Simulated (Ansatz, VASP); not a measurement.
# Si in VASP and in Ansatz

File INCAR:

```
PREC = Accurate
ENCUT = 520
EDIFF = 1E-6
ISMEAR = 0
SIGMA = 0.1
LREAL = False
LASPH = True
NELM = 60
ALGO = Normal
ISIF = 2
LWAVE = False
LCHARG = True
LDIPOL = True
IDIPOL = 3
DIPOL = 0.5 0.5 0.500
GGA = CA
LELF = True
LVHAR = True
LVACPOTAV = True
NBANDS = 11
```

The input KPOINTS:

```
Automatic mesh
0
Gamma
  15 15 1
```

Contents of POSCAR:

```
Si
1.0
    3.6460000000      0.0000000000      0.0000000000
   -1.8230000000      3.1575286222      0.0000000000
    0.0000000000      0.0000000000     28.0000000000
Si
2
Direct
    0.3333333333      0.6666666667      0.5025535714
    0.6666666667      0.3333333333      0.4974464286
```

Input for Ansatz:

```yaml
crystal:
  lattice:
    - [3.646, 0.0, 0.0]
    - [-1.823, 3.1575286222, 0.0]
    - [0.0, 0.0, 28.0]
  atoms:
    - { symbol: Si, position: [0.3333333333, 0.6666666667, 0.5025535714] }
    - { symbol: Si, position: [0.6666666667, 0.3333333333, 0.4974464286] }
  periodic: [true, true, false]
basis:
  ecutwfc: 420
kpoints:
  mp_grid: { grid: [15, 15, 1] }
hamiltonian:
  xc: lda
  pseudopotentials: { kind: paw, azcp: { folder: soft_1 } }
scf:
  occupations: { method: gaussian, width: 0.1 }
output:
  forces: true
  stress: true
  eigenvalues: true
```

Alike in both runs: task single point; functional LDA; k mesh 15 × 15 × 1; occupations gaussian, width 0.1 eV; no spin polarisation.

|  | VASP | Ansatz |
| --- | --- | --- |
| version | VASP 6.6.1 | Ansatz 0.2.0 |
| potentials or method | VASP PAW LDA potentials, release 64 (Si), cutoff 520 eV | scalar-relativistic, plane waves, PAW |
| valence electrons in the cell | 8 | 8 |

VASP gave:

- gap on the k mesh at the Fermi level (eV): none
- rms of the force components (eV/Å): 0.205
- work function, face that differs most (eV): 4.68

**Question.** Estimate Ansatz's values.

**Answer.** gap on the k mesh at the Fermi level (eV): none; rms of the force components (eV/Å): 0.204; work function, face that differs most (eV): 4.66.

Ansatz warns that its potentials were made for another functional, while VASP's fit it. LDA's correlation is that of Perdew and Zunger in VASP and of Perdew and Wang (1992) in Ansatz. Atom by atom the forces differ by 0.000 eV/Å (rms over components). A gap of «none» marks a metal or a gap that the smearing closes.
